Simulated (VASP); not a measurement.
B2SbAs, 4 atoms in the cell. The cell holds a sheet with vacuum, 4 atoms: a = 3.365 Å, b = 4.228 Å, c = 28.297 Å, α = 90.00°, β = 90.00°, γ = 90.00°. 

```yaml
Program: VASP 6.6.1
Task: single point
Functional: PBE
Potentials_or_basis: VASP PAW PBE potentials, release 64 (B, Sb_d_GW, As_d)
Cutoff: 520 eV
k_mesh: 14 × 12 × 1
Occupations: gaussian, width 0.1 eV
Spin: no spin polarisation
Dipole_correction: yes
Second_run: valence_matched
Further_INCAR_settings: ALGO = Normal; EDIFF = 1e-06; NBANDS = 26; NELMDL = -8
```

Potentials or basis: VASP PAW PBE potentials, release 64 (B, Sb_d_GW, As_d).

Run with:

```sh
$ cat potpaw_PBE.64/B/POTCAR potpaw_PBE.64/Sb_d_GW/POTCAR potpaw_PBE.64/As_d/POTCAR > POTCAR
$ mpirun -np 1 vasp_std > vasp.out
```

Hardware: 1 thread of Intel(R) Xeon(R) 6975P-C (Granite Rapids) (shared host).

Q: How long does it take, and how much memory?

A: It took 8.7 min on 1 thread of Intel(R) Xeon(R) 6975P-C (Granite Rapids), with other jobs on the host, peak memory 0.99 GiB. Counts: scf iterations 26, k points 56.
